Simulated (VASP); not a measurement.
Crystal: BiAs2.

```xyz
3
Lattice="4.6008 0.0000 0.0000 -2.3004 3.9844 0.0000 0.0000 0.0000 4.0356" Properties=species:S:1:pos:R:3 pbc="T T T"
Bi    0.0000    0.0000    0.0000
As    0.0000    2.6563    2.0178
As    2.3004    1.3281    2.0178
```

| Item | Value |
| --- | --- |
| Program | VASP 6.6.1 |
| Task | relaxation of cell and atoms |
| Functional | PBE |
| Potentials or basis | VASP PAW PBE potentials, release 64 (Bi_d, As) |
| Cutoff | 600 eV |
| k mesh | 12 × 12 × 12 |
| Occupations | gaussian, width 0.1 eV |
| Spin | no spin polarisation |

At the start: pressure 0.2 GPa; volume 24.66 Å³/atom.

Task: How do energy, volume and symmetry change on relaxing?

Result: Over 15 steps the energy falls by 11.6 meV/atom and the volume is 24.14 Å³/atom (-2.1 %); space group P6/mmm (No. 191, to 0.05 Å).

Step by step:
| step | energy change (eV) | largest force (eV/Å) | pressure (GPa) | volume (Å³) |
| --- | --- | --- | --- | --- |
| 1 | 0.0000 | 0.0000 | 0.18 | 73.98 |
| 2 | -0.0163 | 0.0000 | -0.51 | 74.27 |
| 3 | -0.0237 | 0.0000 | -1.32 | 74.61 |
| 4 | -0.0334 | 0.0000 | -0.38 | 73.08 |
| 5 | -0.0345 | 0.0000 | -0.03 | 72.51 |
| 6 | -0.0345 | 0.0000 | 0.09 | 72.33 |
| 7 | -0.0345 | 0.0000 | 0.10 | 72.37 |
| 8 | -0.0345 | 0.0000 | 0.04 | 72.44 |
| 9 | -0.0346 | 0.0000 | -0.03 | 72.49 |
| 10 | -0.0346 | 0.0000 | -0.05 | 72.52 |
| 11 | -0.0345 | 0.0000 | -0.14 | 72.59 |
| 12 | -0.0346 | 0.0000 | -0.10 | 72.54 |
| 13 | -0.0346 | 0.0000 | -0.08 | 72.53 |
| 14 | -0.0346 | 0.0000 | -0.08 | 72.50 |
| 15 | -0.0347 | 0.0000 | -0.05 | 72.43 |

Final structure:
```cif
data_structure
_symmetry_space_group_name_H-M 'P 1'
_symmetry_Int_Tables_number 1
_cell_length_a 4.6953
_cell_length_b 4.6953
_cell_length_c 3.7938
_cell_angle_alpha 90.000
_cell_angle_beta 90.000
_cell_angle_gamma 120.000
_cell_volume 72.43
loop_
_atom_site_label
_atom_site_type_symbol
_atom_site_fract_x
_atom_site_fract_y
_atom_site_fract_z
_atom_site_occupancy
Bi1 Bi 0.00000 0.00000 0.00000 1
As1 As 0.33333 0.66667 0.50000 1
As2 As 0.66667 0.33333 0.50000 1
```
